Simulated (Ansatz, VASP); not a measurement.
# One calculation of MgO, two programs

```
CELL_PARAMETERS angstrom
2.10220 2.10220 0.00000
-2.10220 2.10220 0.00000
0.00000 0.00000 4.20440
ATOMIC_POSITIONS crystal
Mg 0.00000 0.00000 0.00000
Mg 0.50000 0.50000 0.50000
O 0.50000 0.50000 0.00000
O 0.00000 0.00000 0.50000
```

Alike in both runs: task single point; functional r2SCAN; k mesh 8 × 8 × 6; occupations gaussian, width 0.02 eV; no spin polarisation.

```csv
,VASP,Ansatz
version,VASP 6.6.1,Ansatz 0.2.0
potentials or method,"VASP PAW PBE potentials, release 64 (Mg, O), cutoff 520 eV","scalar-relativistic, plane waves, PAW"
valence electrons in the cell,16,32
```

|  | VASP | Ansatz | Ansatz less VASP |
| --- | --- | --- | --- |
| gap on the k mesh at the Fermi level (eV) | 5.66 | 5.68 | +0.026 |
| least direct gap on the mesh (eV) | 5.66 | 5.68 | +0.026 |
| pressure (GPa) | -1.1 | 0.0 | +1.15 |

VASP's potentials were made for PBE, not for r2SCAN. With one functional, cell and mesh, what is left measures potentials, basis and numerics. VASP's potentials hold 16 valence electrons a cell and Ansatz's 32, so a difference there can come from the potentials and not from the codes.
